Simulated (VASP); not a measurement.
# GaN (Fm-3m) in VASP: single point with r2SCAN

Aim: the single point of GaN with r2SCAN.

Everything below comes from runs of VASP 6.6.1. Logs are shortened: lines on timing, memory, paths and dates and some standing lists are left out, and cuts for length are marked.

**1. The cell of the first run**

It takes space group Fm-3m (No. 225, cubic). The conventional cell has a = 4.259 Å, b = 4.259 Å, c = 4.259 Å, α = 90.00°, β = 90.00°, γ = 90.00°. Ga (site symmetry m-3m) has 6 N at 2.13 Å within 2.8 Å. N (site symmetry m-3m) has 6 Ga at 2.13 Å within 2.8 Å.

**2. Single point, r2SCAN (9.66 Å³/atom)**

POSCAR

```
GaN
1.0
    0.0000000000      2.1293931136      2.1293931136
    2.1293931136      0.0000000000      2.1293931136
    2.1293931136      2.1293931136      0.0000000000
Ga N
1 1
Direct
    0.5000000000      0.5000000000      0.5000000000
    0.0000000000      0.0000000000      0.0000000000
```

INCAR.step1

```
SYSTEM = GaN
PREC = Accurate ; ENCUT = 910
ISMEAR = 0 ; SIGMA = 0.01
LREAL = .False. ; LASPH = .True.
NELM = 120 ; NBANDS = 16
GGA = PE ; ALGO = Normal
EDIFF = 1E-5 ; LWAVE = .True.
LCHARG = .False. ; GGA_COMPAT = .False.
```

INCAR.step2

```
SYSTEM = GaN
PREC = Accurate ; ENCUT = 910
EDIFF = 1E-6 ; ISMEAR = 0
SIGMA = 0.01 ; LREAL = .False.
LASPH = .True. ; NELM = 120
ALGO = Normal ; ISIF = 2
LWAVE = .False. ; LCHARG = .True.
METAGGA = R2SCAN ; LMIXTAU = .True.
LELF = .True. ; LVHAR = .True.
NBANDS = 16 ; ISTART = 1
GGA_COMPAT = .False.
```

KPOINTS

```
Automatic mesh
0
Gamma
  8 8 8
  0 0 0
```

Potentials or basis: VASP PAW PBE potentials, release 64 (Ga_d, N_h).

Launch:

```console
$ cat potpaw_PBE.64/Ga_d/POTCAR potpaw_PBE.64/N_h/POTCAR > POTCAR
$ cp INCAR.step1 INCAR
$ mpirun -np 1 vasp_std > vasp.out
$ cp INCAR.step2 INCAR
$ mpirun -np 1 vasp_std > vasp.out
```

OUTCAR:

```text
SYSTEM = GaN
   PREC = Accurate
   ENCUT = 910
   EDIFF = 1E-6
   ISMEAR = 0
   LREAL = .False.
   LASPH = .True.
   NELM = 120
   ISIF = 2
   METAGGA = R2SCAN
   ISTART = 1

 ion  position               nearest neighbor table
   1  0.500  0.500  0.500-   2 2.13   2 2.13   2 2.13   2 2.13   2 2.13   2 2.13
   2  0.000  0.000  0.000-   1 2.13   1 2.13   1 2.13   1 2.13   1 2.13   1 2.13

  LATTYP: Found a face centered cubic cell.
 ALAT       =     4.2587862272

  Lattice vectors:

 A1 = (   0.0000000000,   2.1293931136,   2.1293931136)
 A2 = (   2.1293931136,   0.0000000000,   2.1293931136)
 A3 = (   2.1293931136,   2.1293931136,   0.0000000000)

Analysis of symmetry for initial positions (statically):
=====================================================================
 Subroutine PRICEL returns:
 Original cell was already a primitive cell.

 Routine SETGRP: Setting up the symmetry group for a
 face centered cubic supercell.

 Subroutine GETGRP returns: Found 48 space group operations
 (whereof 48 operations were pure point group operations)
 out of a pool of 48 trial point group operations.

The static configuration has the point symmetry O_h .

Analysis of symmetry for dynamics (positions and initial velocities):
=====================================================================
 Subroutine PRICEL returns:
 Original cell was already a primitive cell.

 Routine SETGRP: Setting up the symmetry group for a
 face centered cubic supercell.

 Subroutine GETGRP returns: Found 48 space group operations
 (whereof 48 operations were pure point group operations)
 out of a pool of 48 trial point group operations.

The dynamic configuration has the point symmetry O_h .

 Subroutine INISYM returns: Found 48 space group operations
 (whereof 48 operations are pure point group operations),
 and found     1 'primitive' translations

----------------------------------------------------------------------------------------

                                     Primitive cell

  volume of cell :      19.3107

  direct lattice vectors                    reciprocal lattice vectors
     0.000000000  2.129393114  2.129393114    -0.234808686  0.234808686  0.234808686
     2.129393114  0.000000000  2.129393114     0.234808686 -0.234808686  0.234808686
     2.129393114  2.129393114  0.000000000     0.234808686  0.234808686 -0.234808686

  length of vectors
     3.011416621  3.011416621  3.011416621     0.406700575  0.406700575  0.406700575

  position of ions in fractional coordinates (direct lattice)
     0.500000000  0.500000000  0.500000000
     0.000000000  0.000000000  0.000000000

  ion indices of the primitive-cell ions
   primitive index   ion index
                 1           1
                 2           2

----------------------------------------------------------------------------------------

 KPOINTS: Automatic mesh

Automatic generation of k-mesh.
 Grid dimensions read from file:
 generate k-points for:    8    8    8

 Generating k-lattice:

  Cartesian coordinates                     Fractional coordinates (reciprocal lattice)
    -0.029351086  0.029351086  0.029351086     0.125000000  0.000000000  0.000000000
     0.029351086 -0.029351086  0.029351086     0.000000000  0.125000000  0.000000000
     0.029351086  0.029351086 -0.029351086     0.000000000  0.000000000  0.125000000

  Length of vectors
     0.050837572  0.050837572  0.050837572

  Shift w.r.t. Gamma in fractional coordinates (k-lattice)
     0.000000000  0.000000000  0.000000000

 Subroutine IBZKPT returns following result:
 ===========================================

 Found     29 irreducible k-points:

 Following reciprocal coordinates:
            Coordinates               Weight
  0.000000  0.000000  0.000000      1.000000
  0.125000  0.000000  0.000000      8.000000
  0.250000  0.000000  0.000000      8.000000
  0.375000  0.000000  0.000000      8.000000
  0.500000  0.000000  0.000000      4.000000
  0.125000  0.125000  0.000000      6.000000
[... 16 lines left out ...]
  0.500000  0.250000  0.125000     48.000000
 -0.375000  0.250000  0.125000     24.000000
 [... further k-points ...]
   k-points           NKPTS =     29   k-points in BZ     NKDIM =     29   number of bands    NBANDS=     16
   number of dos      NEDOS =    301   number of ions     NIONS =      2
   total plane-waves  NPLWV =  27000
   dimension x,y,z NGX =    30 NGY =   30 NGZ =   30
   dimension x,y,z NGXF=    60 NGYF=   60 NGZF=   60
   ions per type =               1   1
   NGX,Y,Z   is equivalent  to a cutoff of  16.56, 16.56, 16.56 a.u.
   NGXF,Y,Z  is equivalent  to a cutoff of  33.12, 33.12, 33.12 a.u.
 SYSTEM =  GaN
   PREC   = accura    normal or accurate (medium, high low for compatibility)
   ISTART =      1    job   : 0-new  1-cont  2-samecut
   ICHARG =      0    charge: 1-file 2-atom 10-const
   ISPIN  =      1    spin polarized calculation?
   LNONCOLLINEAR =      F non collinear calculations
   LSORBIT =      F    spin-orbit coupling
   LASPH  =      T    aspherical Exc in radial PAW
   ENCUT  =  910.0 eV  66.88 Ry    8.18 a.u.   7.41  7.41  7.41*2*pi/ulx,y,z
   NELM   =    120;   NELMIN=  2; NELMDL=  0     # of ELM steps
   EDIFF  = 0.1E-05   stopping-criterion for ELM
   LREAL  =      F    real-space projection
   EDIFFG = 0.1E-04   stopping-criterion for IOM
   NSW    =      0    number of steps for IOM
   IBRION =     -1    ionic relax: 0-MD 1-quasi-New 2-CG
   NFREE  =      0    steps in history (QN), initial steepest desc. (CG)
   ISIF   =      2    stress and relaxation
   ISYM   =      2    0-nonsym 1-usesym 2-fastsym
   POTIM  = 0.5000    time-step for ionic-motion
   TEBEG  =    0.0;   TEEND  =   0.0 temperature during run
   PSTRESS=    0.0 pullay stress
   NELECT =      18.0000    total number of electrons
   NUPDOWN=      -1.0000    fix difference up-down
   EMIN   =  10.00;   EMAX   =-10.00  energy-range for DOS
   EFERMI =   0.00;   METHOD = LEGACY
   ISMEAR =     0;   SIGMA  =   0.01  broadening in eV -4-tet -1-fermi 0-gaus
   EFERMI_NEDOS =   21; number of points for ismear=-14 and -15
   IALGO  =     38    algorithm
   IMIX   =      4    mixing-type and parameters
     AMIX     =   0.40;   BMIX     =  1.00
     AMIX_MAG =   1.60;   BMIX_MAG =  1.00
  volume/ion in A,a.u.               =       9.66        65.16
  Fermi-wavevector in a.u.,A,eV,Ry     =   1.599189  3.022029 34.795618  2.557406
  Thomas-Fermi vector in A             =   2.696521
   LORBIT       =      0    0 simple, 1 ext, 2 COOP (PROOUT), +10 PAW based schemes
   METAGGA = R2SCAN    functional components
   LHFCALC =     F    Hartree Fock is set to
   AEXX    =    0.0000 exact exchange contribution
   IVDW    =     0    specifies the selected vdW correction
   LEPSILON=     F    determine dielectric tensor
   LRPA    =     F    only Hartree local field effects (RPA)
 non-spin polarized calculation
 Gauss-broadening in eV      SIGMA  =   0.01
  energy-cutoff  :      910.00
  volume of cell :       19.31
 maximum number of plane-waves:      1243
 NGX is ok and might be reduce to    30
   NGX = 15   NGY = 15   NGZ = 15

 number of electron      18.0000004 magnetization

 Free energy of the ion-electron system (eV)
  ---------------------------------------------------
  ext. energy  EPLUGINS =         0.00000000
  ---------------------------------------------------
  free energy    TOTEN  =       -20.96592418 eV

  energy without entropy =      -20.96592418  energy(sigma->0) =      -20.96592418

 E-fermi :   7.8055     XC(G=0): -14.0199

 val. band max:        7.7148191272   @ k =  -0.2500   0.1250   0.0000
 cond. band min:       8.6855304307   @ k =   0.5000   0.5000   0.0000
 fundamental gap:      0.9707113036
 Fermi energy:         7.8054742380

 k-point     1 :       0.0000    0.0000    0.0000
  band No.  band energies     occupation
      1     -10.1094      2.00000
      2      -6.6745      2.00000
      3      -6.6745      2.00000
      4      -6.6745      2.00000
      5      -6.6103      2.00000
      6      -6.6103      2.00000
[... 8 lines left out ...]
     15      24.3090      0.00000
     16      24.3090      0.00000

 k-point     2 :       0.1250    0.0000    0.0000
  band No.  band energies     occupation
      1      -9.8123      2.00000
      2      -6.6848      2.00000
      3      -6.6702      2.00000
      4      -6.6702      2.00000
      5      -6.6205      2.00000
      6      -6.6205      2.00000
[... 8 lines left out ...]
     15      24.5070      0.00000
     16      24.5070      0.00000

 k-point     3 :       0.2500    0.0000    0.0000
  band No.  band energies     occupation
      1      -8.9775      2.00000
      2      -6.7382      2.00000
      3      -6.7382      2.00000
      4      -6.7117      2.00000
      5      -6.5656      2.00000
      6      -6.5656      2.00000
[... 8 lines left out ...]
     15      26.2423      0.00000
     16      26.2423      0.00000

 k-point     4 :       0.3750    0.0000    0.0000
  band No.  band energies     occupation
      1      -7.8475      2.00000
      2      -6.8167      2.00000
      3      -6.8167      2.00000
      4      -6.7557      2.00000
      5      -6.4985      2.00000
      6      -6.4985      2.00000
[... 8 lines left out ...]
     15      29.0460      0.00000
     16      29.0460      0.00000

 k-point     5 :       0.5000    0.0000    0.0000
  band No.  band energies     occupation
      1      -7.1385      2.00000
      2      -6.8497      2.00000
      3      -6.8493      2.00000
      4      -6.8493      2.00000
      5      -6.4702      2.00000
      6      -6.4702      2.00000
[... 8 lines left out ...]
     15      31.7951      0.00000
     16      31.7951      0.00000

 k-point     6 :       0.1250    0.1250    0.0000
  band No.  band energies     occupation
      1      -9.7267      2.00000
      2      -6.6978      2.00000
      3      -6.6711      2.00000
      4      -6.6442      2.00000
      5      -6.6442      2.00000
      6      -6.5954      2.00000
[... 8 lines left out ...]
     15      27.1385      0.00000
     16      27.1385      0.00000

 k-point     7 :       0.2500    0.1250    0.0000
  band No.  band energies     occupation
      1      -9.1244      2.00000
      2      -6.7236      2.00000
      3      -6.7076      2.00000
      4      -6.6606      2.00000
      5      -6.5752      2.00000
      6      -6.5507      2.00000
[... 8 lines left out ...]
     15      27.5040      0.00000
     16      28.3564      0.00000

 k-point     8 :       0.3750    0.1250    0.0000
  band No.  band energies     occupation
      1      -8.2512      2.00000
      2      -6.7688      2.00000
      3      -6.7347      2.00000
      4      -6.6773      2.00000
      5      -6.4873      2.00000
      6      -6.3928      2.00000
[... 8 lines left out ...]
     15      28.1584      0.00000
     16      30.4316      0.00000

 k-point     9 :       0.5000    0.1250    0.0000
  band No.  band energies     occupation
      1      -7.6814      2.00000
      2      -6.8021      2.00000
      3      -6.8006      2.00000
      4      -6.6208      2.00000
      5      -6.4648      2.00000
      6      -6.0526      2.00000
[... 8 lines left out ...]
     15      29.2009      0.00000
     16      31.8941      0.00000
[... 172 lines left out ...]
 k-point    19 :       0.5000    0.3750    0.0000
  band No.  band energies     occupation
      1      -8.4898      2.00000
      2      -6.8089      2.00000
      3      -6.5552      2.00000
      4      -6.4638      2.00000
      5      -6.4307      2.00000
      6      -4.3443      2.00000
[... 8 lines left out ...]
     15      34.4712      0.00000
     16      36.0706      0.00000

 k-point    20 :      -0.3750    0.3750    0.0000
  band No.  band energies     occupation
      1      -8.2874      2.00000
      2      -6.7657      2.00000
      3      -6.6396      2.00000
      4      -6.5356      2.00000
      5      -6.4485      2.00000
      6      -4.3112      2.00000
[... 8 lines left out ...]
     15      31.5100      0.00000
     16      33.7726      0.00000

 k-point    21 :       0.5000    0.5000    0.0000
  band No.  band energies     occupation
      1      -8.5899      2.00000
      2      -6.8351      2.00000
      3      -6.5081      2.00000
      4      -6.4157      2.00000
      5      -6.4157      2.00000
      6      -3.8875      2.00000
[... 8 lines left out ...]
     15      35.8283      0.00000
     16      36.2499      0.00000

 k-point    22 :       0.3750    0.2500    0.1250
  band No.  band energies     occupation
      1      -8.5762      2.00000
      2      -6.7321      2.00000
      3      -6.6916      2.00000
      4      -6.6486      2.00000
      5      -6.5591      2.00000
      6      -6.3374      2.00000
[... 8 lines left out ...]
     15      29.7714      0.00000
     16      30.1395      0.00000

 k-point    23 :       0.5000    0.2500    0.1250
  band No.  band energies     occupation
      1      -8.0985      2.00000
      2      -6.7572      2.00000
      3      -6.7149      2.00000
      4      -6.6341      2.00000
      5      -6.4928      2.00000
      6      -5.7706      2.00000
[... 8 lines left out ...]
     15      29.7944      0.00000
     16      31.2535      0.00000

 k-point    24 :      -0.3750    0.2500    0.1250
  band No.  band energies     occupation
      1      -7.9472      2.00000
      2      -6.7868      2.00000
      3      -6.7137      2.00000
      4      -6.6266      2.00000
      5      -6.4643      2.00000
      6      -5.3113      2.00000
[... 8 lines left out ...]
     15      27.4268      0.00000
     16      32.2124      0.00000

 [... further k-points ...]
[... 5 lines left out ...]
  --------------------------------------------------------------------------------------
  -------------------------------------------------------------------------------------
  Total       -0.7224152     -0.7224152     -0.7224152     -0.0000000      0.0000000     -0.0000000
  in kB      -59.9376836    -59.9376836    -59.9376836     -0.0000000      0.0000000     -0.0000000
  external PRESSURE =     -59.9376836 kB  Pullay stress =       0.0000000 kB

 VOLUME and BASIS-vectors are now :
 -----------------------------------------------------------------------------
  energy-cutoff  :      910.00
  volume of cell :       19.31
      direct lattice vectors                 reciprocal lattice vectors
     0.000000000  2.129393114  2.129393114    -0.234808686  0.234808686  0.234808686
     2.129393114  0.000000000  2.129393114     0.234808686 -0.234808686  0.234808686
     2.129393114  2.129393114  0.000000000     0.234808686  0.234808686 -0.234808686

 POSITION                                       TOTAL-FORCE (eV/Angst)
 -----------------------------------------------------------------------------------
      2.12939      2.12939      2.12939        -0.000000     -0.000000      0.000000
      0.00000      0.00000      0.00000         0.000000      0.000000     -0.000000
 -----------------------------------------------------------------------------------
    total drift:                                0.000000     -0.000000      0.000000

  FREE ENERGIE OF THE ION-ELECTRON SYSTEM (eV)
  ---------------------------------------------------
  free  energy   TOTEN  =       -20.9659241767 eV

  energy  without entropy=      -20.9659241767  energy(sigma->0) =      -20.96592418
```

Wall time 84 s (1 thread of Intel Xeon Platinum 8375C at 2.90GHz (Ice Lake), shared host); peak memory 0.19 GiB.

What came out:

```yaml
Free_energy: -20.9659 eV
Pressure: -6.0 GPa
Band_gap_on_the_k_mesh: 0.97 eV (least direct gap 3.02 eV)
```

Caveat: the cell stands under tension; the PAW data sets were made with another functional, which shifts forces and pressure a little. A k mesh can miss the band edges.
